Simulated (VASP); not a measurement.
# LaF2 (P-3m1) in VASP: further runs

The runs below take LaF2 through single point, with PBEsol.

All numbers are computed with VASP 6.6.1; they aren't measurements. Logs are shortened: lines on timing, memory, paths and dates and some standing lists are left out, and cuts for length are marked.

### Step 1. The cell of the first run

It takes space group P-3m1 (No. 164, trigonal). Conventional cell: a = 3.574 Å, b = 3.574 Å, c = 4.950 Å, α = 90.00°, β = 90.00°, γ = 120.00°. Within 3.3 Å of La (site symmetry -3m) lie 6 F at 2.46 Å. F (site symmetry 3m) has 3 La at 2.46 Å and 3 F at 3.06 Å within 3.3 Å.

### Step 2. Single point, PBEsol (volume scaled by 0.960)

INCAR

```
SYSTEM = LaF2
ALGO     = Normal         ! electronic algorithm
EDIFF    = 1E-6           ! SCF threshold, eV
ENCUT    = 520            ! plane-wave cutoff, eV
GGA      = PS             ! functional
ISIF     = 2              ! what is computed and relaxed
ISMEAR   = 0              ! smearing method
LASPH    = .True.         ! aspherical terms in the spheres
LCHARG   = .False.        ! write CHGCAR
LREAL    = .False.        ! projectors in reciprocal space
LWAVE    = .False.        ! write WAVECAR
NBANDS   = 20             ! bands
NELM     = 100            ! most SCF steps
PREC     = Accurate       ! precision mode
SIGMA    = 0.05           ! smearing width, eV
```

KPOINTS

```
k-points
0
Gamma
  10 10 6
  0 0 0
```

POSCAR

```
LaF2
1.0
    3.5742055292      0.0000000000      0.0000000000
   -1.7871027646      3.0953527866      0.0000000000
    0.0000000000      0.0000000000      4.9498428380
La F
1 2
Direct
    0.0000000000      0.0000000000      0.0000000000
    0.3333333333      0.6666666667      0.2721737684
    0.6666666667      0.3333333333      0.7278262316
```

Potentials or basis: VASP PAW PBE potentials, release 64 (La, F).

Run with:

```console
cat potpaw_PBE.64/La/POTCAR potpaw_PBE.64/F/POTCAR > POTCAR
mpirun -np 1 vasp_std > vasp.out
```

OUTCAR:

```text
SYSTEM = LaF2
   EDIFF = 1E-6
   ENCUT = 520
   GGA = PS
   ISIF = 2
   ISMEAR = 0
   LASPH = .True.
   LREAL = .False.
   NELM = 100
   PREC = Accurate

 ion  position               nearest neighbor table
   1  0.000  0.000  0.000-   2 2.46   3 2.46   2 2.46   3 2.46   3 2.46   2 2.46
   2  0.333  0.667  0.272-   1 2.46   1 2.46   1 2.46
   3  0.667  0.333  0.728-   1 2.46   1 2.46   1 2.46

  LATTYP: Found a hexagonal cell.
 ALAT       =     3.5742055292
 C/A-ratio  =     1.3848791844

  Lattice vectors:

 A1 = (   3.5742055292,   0.0000000000,   0.0000000000)
 A2 = (  -1.7871027646,   3.0953527866,   0.0000000000)
 A3 = (   0.0000000000,   0.0000000000,   4.9498428380)

Analysis of symmetry for initial positions (statically):
=====================================================================
 Subroutine PRICEL returns:
 Original cell was already a primitive cell.

 Routine SETGRP: Setting up the symmetry group for a
 hexagonal supercell.

 Subroutine GETGRP returns: Found 12 space group operations
 (whereof 12 operations were pure point group operations)
 out of a pool of 24 trial point group operations.

The static configuration has the point symmetry D_3d.

Analysis of symmetry for dynamics (positions and initial velocities):
=====================================================================
 Subroutine PRICEL returns:
 Original cell was already a primitive cell.

 Routine SETGRP: Setting up the symmetry group for a
 hexagonal supercell.

 Subroutine GETGRP returns: Found 12 space group operations
 (whereof 12 operations were pure point group operations)
 out of a pool of 24 trial point group operations.

The dynamic configuration has the point symmetry D_3d.

 Subroutine INISYM returns: Found 12 space group operations
 (whereof 12 operations are pure point group operations),
 and found     1 'primitive' translations

----------------------------------------------------------------------------------------

                                     Primitive cell

  volume of cell :      54.7622

  direct lattice vectors                    reciprocal lattice vectors
     3.574205529  0.000000000  0.000000000     0.279782456  0.161532476  0.000000000
    -1.787102765  3.095352787  0.000000000     0.000000000  0.323064952  0.000000000
     0.000000000  0.000000000  4.949842838     0.000000000  0.000000000  0.202026616

  length of vectors
[... 81 lines left out ...]
   LASPH  =      T    aspherical Exc in radial PAW
   ENCUT  =  520.0 eV  38.22 Ry    6.18 a.u.   6.65  6.65  9.20*2*pi/ulx,y,z
   NELM   =    100;   NELMIN=  2; NELMDL= -5     # of ELM steps
   EDIFF  = 0.1E-05   stopping-criterion for ELM
   LREAL  =      F    real-space projection
   EDIFFG = 0.1E-04   stopping-criterion for IOM
   NSW    =      0    number of steps for IOM
   IBRION =     -1    ionic relax: 0-MD 1-quasi-New 2-CG
   NFREE  =      0    steps in history (QN), initial steepest desc. (CG)
   ISIF   =      2    stress and relaxation
   ISYM   =      2    0-nonsym 1-usesym 2-fastsym
   POTIM  = 0.5000    time-step for ionic-motion
   TEBEG  =    0.0;   TEEND  =   0.0 temperature during run
   PSTRESS=    0.0 pullay stress
   NELECT =      25.0000    total number of electrons
   NUPDOWN=      -1.0000    fix difference up-down
   EMIN   =  10.00;   EMAX   =-10.00  energy-range for DOS
   EFERMI =   0.00;   METHOD = LEGACY
   ISMEAR =     0;   SIGMA  =   0.05  broadening in eV -4-tet -1-fermi 0-gaus
   EFERMI_NEDOS =   21; number of points for ismear=-14 and -15
   IALGO  =     38    algorithm
   IMIX   =      4    mixing-type and parameters
     AMIX     =   0.40;   BMIX     =  1.00
     AMIX_MAG =   1.60;   BMIX_MAG =  1.00
  volume/ion in A,a.u.               =      18.25       123.18
  Fermi-wavevector in a.u.,A,eV,Ry     =   1.260553  2.382100 21.619577  1.588994
  Thomas-Fermi vector in A             =   2.394057
   LORBIT       =      0    0 simple, 1 ext, 2 COOP (PROOUT), +10 PAW based schemes
   GGA     = PS    functional components
   LHFCALC =     F    Hartree Fock is set to
   AEXX    =    0.0000 exact exchange contribution
   IVDW    =     0    specifies the selected vdW correction
   LEPSILON=     F    determine dielectric tensor
   LRPA    =     F    only Hartree local field effects (RPA)
 non-spin polarized calculation
 Gauss-broadening in eV      SIGMA  =   0.05
  energy-cutoff  :      520.00
  volume of cell :       54.76
 maximum number of plane-waves:      1507
 NGX is ok and might be reduce to    28
   NGX = 13   NGY = 13   NGZ = 19

 number of electron      25.0000002 magnetization

 Free energy of the ion-electron system (eV)
  ---------------------------------------------------
  ext. energy  EPLUGINS =         0.00000000
  ---------------------------------------------------
  free energy    TOTEN  =       -18.95471587 eV

  energy without entropy =      -18.95028465  energy(sigma->0) =      -18.95250026

 E-fermi :   6.9382     XC(G=0):  -9.5115

 val. band max:        6.9363798447   @ k =   0.2000   0.2000   0.1667
 cond. band min:       6.9438139994   @ k =   0.2000   0.1000   0.0000
 fundamental gap:      0.0074341547
 Fermi energy:         6.9381826554

 k-point     1 :       0.0000    0.0000    0.0000
  band No.  band energies     occupation
      1     -26.9147      2.00000
      2     -18.6967      2.00000
      3     -18.3502      2.00000
      4      -9.9284      2.00000
      5      -9.8126      2.00000
      6      -9.8126      2.00000
[... 541 lines left out ...]
     19       8.6924      0.00000
     20       8.7805      0.00000

 [... further k-points ...]

------------------------ aborting loop because EDIFF is reached ----------------------------------------

  FORCE on cell =-STRESS in cart. coord.  units (eV):
  Direction    XX          YY          ZZ          XY          YZ          ZX
  --------------------------------------------------------------------------------------
  -------------------------------------------------------------------------------------
  Total        0.0173828      0.0173828      0.0039916      0.0000000      0.0000000      0.0000000
  in kB        0.5085691      0.5085691      0.1167829      0.0000000      0.0000000      0.0000000
  external PRESSURE =       0.3779737 kB  Pullay stress =       0.0000000 kB

 VOLUME and BASIS-vectors are now :
 -----------------------------------------------------------------------------
  energy-cutoff  :      520.00
  volume of cell :       54.76
      direct lattice vectors                 reciprocal lattice vectors
     3.574205529  0.000000000  0.000000000     0.279782456  0.161532476  0.000000000
    -1.787102765  3.095352787  0.000000000     0.000000000  0.323064952  0.000000000
     0.000000000  0.000000000  4.949842838     0.000000000  0.000000000  0.202026616

 POSITION                                       TOTAL-FORCE (eV/Angst)
 -----------------------------------------------------------------------------------
      0.00000      0.00000      0.00000        -0.000000      0.000000     -0.000000
     -0.00000      2.06357      1.34722         0.000000      0.000000      0.000442
      1.78710      1.03178      3.60263        -0.000000     -0.000000     -0.000442
 -----------------------------------------------------------------------------------
    total drift:                                0.000000      0.000000      0.000000

  FREE ENERGIE OF THE ION-ELECTRON SYSTEM (eV)
  ---------------------------------------------------
  free  energy   TOTEN  =       -18.9547158685 eV

  energy  without entropy=      -18.9502846452  energy(sigma->0) =      -18.95250026
```

OSZICAR:

```text
N       E                     dE             d eps       ncg     rms          rms(c)
DAV:   1     0.279391446595E+03    0.27939E+03   -0.10584E+04  3032   0.184E+03
DAV:   2     0.330796314448E+02   -0.24631E+03   -0.21504E+03  3652   0.303E+02
DAV:   3    -0.175620691331E+02   -0.50642E+02   -0.48081E+02  4028   0.174E+02
DAV:   4    -0.199692539798E+02   -0.24072E+01   -0.23523E+01  4920   0.361E+01
DAV:   5    -0.200468449272E+02   -0.77591E-01   -0.76492E-01  4316   0.482E+00    0.659E+00
DAV:   6    -0.190289124244E+02    0.10179E+01   -0.63514E+00  4352   0.151E+01    0.335E+00
DAV:   7    -0.189587726804E+02    0.70140E-01   -0.38841E-01  4908   0.576E+00    0.178E+00
DAV:   8    -0.189462795820E+02    0.12493E-01   -0.11608E-01  5132   0.269E+00    0.384E-01
DAV:   9    -0.189529008355E+02   -0.66213E-02   -0.14304E-02  4900   0.977E-01    0.153E-01
DAV:  10    -0.189544085654E+02   -0.15077E-02   -0.25469E-03  4836   0.364E-01    0.636E-02
DAV:  11    -0.189546940334E+02   -0.28547E-03   -0.64822E-04  4984   0.165E-01    0.270E-02
DAV:  12    -0.189547145736E+02   -0.20540E-04   -0.96345E-05  5128   0.676E-02    0.843E-03
DAV:  13    -0.189547158908E+02   -0.13172E-05   -0.86076E-06  4432   0.224E-02    0.294E-03
DAV:  14    -0.189547158685E+02    0.22280E-07   -0.78291E-07  2848   0.767E-03
   1 F= -.18954716E+02 E0= -.18952500E+02  d E =-.443122E-02
```

Run time: 2.6 min. Hardware: 1 thread of Oxide Virtual Turin-like, shared host; peak memory 0.21 GiB.

What came out:

```yaml
Free_energy: -18.9547 eV
Pressure: 0.0 GPa
```

Caveat: the PAW data sets were made with another functional, which shifts forces and pressure a little; spin-orbit coupling is left out, which moves the levels of the heavy elements; an odd number of electrons without spin polarisation forces a metal; a magnetic or distorted state may lie lower.

### Step 3. Single point, PBEsol (volume scaled by 0.980)

INCAR

```
SYSTEM = LaF2
PREC     = Accurate       ! precision mode
ENCUT    = 520            ! plane-wave cutoff, eV
EDIFF    = 1E-7           ! SCF threshold, eV
ISMEAR   = 0              ! smearing method
SIGMA    = 0.05           ! smearing width, eV
LREAL    = .False.        ! projectors in reciprocal space
LASPH    = .True.         ! aspherical terms in the spheres
NELM     = 100            ! most SCF steps
ALGO     = Normal         ! electronic algorithm
ISIF     = 2              ! what is computed and relaxed
LWAVE    = .False.        ! write WAVECAR
LCHARG   = .False.        ! write CHGCAR
GGA      = PS             ! functional
NBANDS   = 20             ! bands
```

KPOINTS

```
regular mesh
0
Gamma
  10 10 6
  0 0 0
```

POSCAR

```
LaF2
1.0
    3.5756092673      0.0000000000      0.0000000000
   -1.7878046336      3.0965684595      0.0000000000
    0.0000000000      0.0000000000      5.0489978853
La F
1 2
Direct
    0.0000000000      0.0000000000      0.0000000000
    0.3333333333      0.6666666667      0.2669899733
    0.6666666667      0.3333333333      0.7330100267
```

Potentials or basis: VASP PAW PBE potentials, release 64 (La, F).

Run with:

```console
cat potpaw_PBE.64/La/POTCAR potpaw_PBE.64/F/POTCAR > POTCAR
mpirun -np 1 vasp_std > vasp.out
```

OUTCAR:

```text
SYSTEM = LaF2
   PREC = Accurate
   ENCUT = 520
   EDIFF = 1E-7
   ISMEAR = 0
   LREAL = .False.
   LASPH = .True.
   NELM = 100
   ISIF = 2
   GGA = PS

 ion  position               nearest neighbor table
   1  0.000  0.000  0.000-   2 2.47   3 2.47   2 2.47   3 2.47   3 2.47   2 2.47
   2  0.333  0.667  0.267-   1 2.47   1 2.47   1 2.47
   3  0.667  0.333  0.733-   1 2.47   1 2.47   1 2.47

  LATTYP: Found a hexagonal cell.
 ALAT       =     3.5756092673
 C/A-ratio  =     1.4120664502

  Lattice vectors:

 A1 = (   3.5756092673,   0.0000000000,   0.0000000000)
 A2 = (  -1.7878046336,   3.0965684595,   0.0000000000)
 A3 = (   0.0000000000,   0.0000000000,   5.0489978853)

Analysis of symmetry for initial positions (statically):
=====================================================================
 Subroutine PRICEL returns:
 Original cell was already a primitive cell.

 Routine SETGRP: Setting up the symmetry group for a
 hexagonal supercell.

 Subroutine GETGRP returns: Found 12 space group operations
 (whereof 12 operations were pure point group operations)
 out of a pool of 24 trial point group operations.

The static configuration has the point symmetry D_3d.
[... 163 lines left out ...]

 E-fermi :   6.7390     XC(G=0):  -9.3752

 val. band max:        6.7357325538   @ k =   0.2000   0.2000   0.1667
 cond. band min:       6.7470252574   @ k =   0.2000   0.1000   0.0000
 fundamental gap:      0.0112927036
 Fermi energy:         6.7389833921

 k-point     1 :       0.0000    0.0000    0.0000
  band No.  band energies     occupation
      1     -27.1188      2.00000
      2     -18.9049      2.00000
      3     -18.5342      2.00000
      4     -10.1362      2.00000
      5     -10.0198      2.00000
      6     -10.0198      2.00000
[... 541 lines left out ...]
     19       8.4848      0.00000
     20       8.5730      0.00000

 [... further k-points ...]

------------------------ aborting loop because EDIFF is reached ----------------------------------------

  FORCE on cell =-STRESS in cart. coord.  units (eV):
  Direction    XX          YY          ZZ          XY          YZ          ZX
  --------------------------------------------------------------------------------------
  -------------------------------------------------------------------------------------
  Total       -0.0468060     -0.0468060     -0.0595500     -0.0000000      0.0000000     -0.0000000
  in kB       -1.3414564     -1.3414564     -1.7066976     -0.0000000      0.0000000     -0.0000000
  external PRESSURE =      -1.4632035 kB  Pullay stress =       0.0000000 kB

 VOLUME and BASIS-vectors are now :
 -----------------------------------------------------------------------------
  energy-cutoff  :      520.00
  volume of cell :       55.90
      direct lattice vectors                 reciprocal lattice vectors
     3.575609267  0.000000000  0.000000000     0.279672617  0.161469061  0.000000000
    -1.787804634  3.096568459  0.000000000     0.000000000  0.322938121  0.000000000
     0.000000000  0.000000000  5.048997885     0.000000000  0.000000000  0.198059105

 POSITION                                       TOTAL-FORCE (eV/Angst)
 -----------------------------------------------------------------------------------
      0.00000      0.00000      0.00000        -0.000000      0.000000      0.000000
     -0.00000      2.06438      1.34803        -0.000000     -0.000000      0.000022
      1.78780      1.03219      3.70097         0.000000      0.000000     -0.000022
 -----------------------------------------------------------------------------------
    total drift:                                0.000000     -0.000000      0.000000

  FREE ENERGIE OF THE ION-ELECTRON SYSTEM (eV)
  ---------------------------------------------------
  free  energy   TOTEN  =       -18.9559537864 eV

  energy  without entropy=      -18.9509728134  energy(sigma->0) =      -18.95346330
```

OSZICAR:

```text
N       E                     dE             d eps       ncg     rms          rms(c)
DAV:   1     0.282849438811E+03    0.28285E+03   -0.10500E+04  3000   0.183E+03
DAV:   2     0.316241919946E+02   -0.25123E+03   -0.22031E+03  3784   0.303E+02
DAV:   3    -0.177311149339E+02   -0.49355E+02   -0.46910E+02  3956   0.176E+02
DAV:   4    -0.200015563630E+02   -0.22704E+01   -0.22108E+01  5040   0.352E+01
DAV:   5    -0.200670356751E+02   -0.65479E-01   -0.65216E-01  4276   0.460E+00    0.661E+00
DAV:   6    -0.190344223729E+02    0.10326E+01   -0.64390E+00  4344   0.152E+01    0.336E+00
DAV:   7    -0.189607969438E+02    0.73625E-01   -0.39499E-01  4884   0.584E+00    0.178E+00
DAV:   8    -0.189468325190E+02    0.13964E-01   -0.12219E-01  5164   0.274E+00    0.388E-01
DAV:   9    -0.189539425120E+02   -0.71100E-02   -0.14885E-02  4876   0.990E-01    0.154E-01
DAV:  10    -0.189556040285E+02   -0.16615E-02   -0.26252E-03  4880   0.369E-01    0.644E-02
DAV:  11    -0.189559306729E+02   -0.32664E-03   -0.69187E-04  4912   0.169E-01    0.263E-02
DAV:  12    -0.189559524754E+02   -0.21803E-04   -0.91015E-05  5064   0.649E-02    0.805E-03
DAV:  13    -0.189559537296E+02   -0.12542E-05   -0.86967E-06  4584   0.224E-02    0.305E-03
DAV:  14    -0.189559537654E+02   -0.35757E-07   -0.11696E-06  5040   0.744E-03    0.109E-03
DAV:  15    -0.189559537864E+02   -0.21029E-07   -0.10830E-07  2952   0.245E-03
   1 F= -.18955954E+02 E0= -.18953463E+02  d E =-.498097E-02
```

Wall time 2.3 min (1 thread of Oxide Virtual Turin-like, shared host); peak memory 0.21 GiB.

What came out:

```yaml
Free_energy: -18.9560 eV
Pressure: -0.1 GPa
```

Levels at points of the mesh, in eV from the Fermi level:
| k point | band 10 | band 11 | band 12 | band 13 | band 14 | band 15 |
| --- | --- | --- | --- | --- | --- | --- |
| (0.00, 0.00, 0.00) | -6.73 | -6.73 | -6.60 | 0.23 | 0.81 | 1.11 |
| (0.50, 0.00, 0.00) | -7.00 | -6.66 | -6.17 | -0.63 | 1.15 | 1.16 |
| (0.00, 0.00, 0.50) | -7.35 | -6.85 | -6.85 | 0.74 | 0.83 | 1.54 |
| (0.50, 0.00, 0.50) | -6.68 | -6.45 | -6.40 | -0.39 | 1.16 | 1.17 |

Caveat: the PAW data sets were made with another functional, which shifts forces and pressure a little; spin-orbit coupling is left out, which moves the levels of the heavy elements; an odd number of electrons without spin polarisation forces a metal; a magnetic or distorted state may lie lower.

(Part 1 of 2 ends here.)
